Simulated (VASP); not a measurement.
Here is a VASP 6.6.1 calculation.

POSCAR

```
Ca
1.0
   -2.2125111858      2.2125111858      2.2125111858
    2.2125111858     -2.2125111858      2.2125111858
    2.2125111858      2.2125111858     -2.2125111858
Ca
1
Direct
    0.0000000000      0.0000000000      0.0000000000
```

File INCAR.step1:

```
ALGO     = Normal         # electronic algorithm
EDIFF    = 1E-4           # SCF threshold, eV
ENCUT    = 520            # plane-wave cutoff, eV
GGA      = PE             # functional
ISMEAR   = 0              # smearing method
LASPH    = T              # aspherical terms in the spheres
LCHARG   = F              # write CHGCAR
LREAL    = F              # projectors in reciprocal space
LWAVE    = T              # write WAVECAR
NBANDS   = 11             # bands
NELM     = 60             # most SCF steps
PREC     = Accurate       # precision mode
SIGMA    = 0.05           # smearing width, eV
```

INCAR.step2

```
ALGO     = Normal         # electronic algorithm
EDIFF    = 1E-6           # SCF threshold, eV
ENCUT    = 520            # plane-wave cutoff, eV
ISIF     = 2              # what is computed and relaxed
ISMEAR   = 0              # smearing method
ISTART   = 1            
LASPH    = T              # aspherical terms in the spheres
LCHARG   = F              # write CHGCAR
LMIXTAU  = T            
LREAL    = F              # projectors in reciprocal space
LWAVE    = F              # write WAVECAR
METAGGA  = R2SCAN         # meta-GGA
NBANDS   = 11             # bands
NELM     = 60             # most SCF steps
PREC     = Accurate       # precision mode
SIGMA    = 0.05           # smearing width, eV
```

The input KPOINTS:

```
k-points
0
Gamma
  14 14 14
```

Potentials or basis: VASP PAW PBE potentials, release 64 (Ca_sv).

The run is started by

```bash
$ cat potpaw_PBE.64/Ca_sv/POTCAR > POTCAR
$ cp INCAR.step1 INCAR
$ mpirun -np 1 vasp_std > vasp.out
$ cp INCAR.step2 INCAR
$ mpirun -np 1 vasp_std > vasp.out
```

Task: Estimate the pressure.

Result: 0.1 GPa.

Task: Estimate the band gap on the k mesh.

Result: Zero (band 5 reaches 2.20 eV, above the bottom of band 6 at 1.79 eV).

Caveat: the PAW data sets were made with another functional, which shifts forces and pressure a little.
